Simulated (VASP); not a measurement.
Input of a VASP 6.6.1 run:

Contents of INCAR:

```
PREC = Accurate
ENCUT = 500
EDIFF = 1E-7
ISMEAR = 0
SIGMA = 0.1
LREAL = F
LASPH = T
NELM = 120
ALGO = Normal
ISIF = 3
LWAVE = F
LCHARG = F
GGA = PE
IBRION = 2
NSW = 90
EDIFFG = -0.04
GGA_COMPAT = F
NELMIN = 4
```

File KPOINTS:

```
Automatic mesh
0
Gamma
  4 4 4
```

POSCAR

```
SiB3W
1.0
    3.7408581500      0.0000000000      0.0000000000
    0.0000000000      3.7408581500      0.0000000000
    0.0000000000      0.0000000000      3.7408581500
Si B W
1 3 1
Direct
    0.5000000000      0.5000000000      0.5000000000
    0.0000000000      0.5000000000      0.5000000000
    0.5000000000      0.0000000000      0.5000000000
    0.5000000000      0.5000000000      0.0000000000
    0.0000000000      0.0000000000      0.0000000000
```

Potentials or basis: VASP PAW PBE potentials, release 64 (Si, B, W_sv).

Run with:

```console
$ cat potpaw_PBE.64/Si/POTCAR potpaw_PBE.64/B/POTCAR potpaw_PBE.64/W_sv/POTCAR > POTCAR
$ mpirun -np 1 vasp_std > vasp.out
```

(1) Estimate the relaxed cell.

(2) What does it give for the relaxed volume?

Results:

(1) a = 3.828 Å, b = 3.828 Å, c = 3.828 Å, α = 90.00°, β = 90.00°, γ = 90.00°.

(2) 11.22 Å³/atom.

Caveat: the k points lie up to 0.41 Å⁻¹ apart in the final cell.
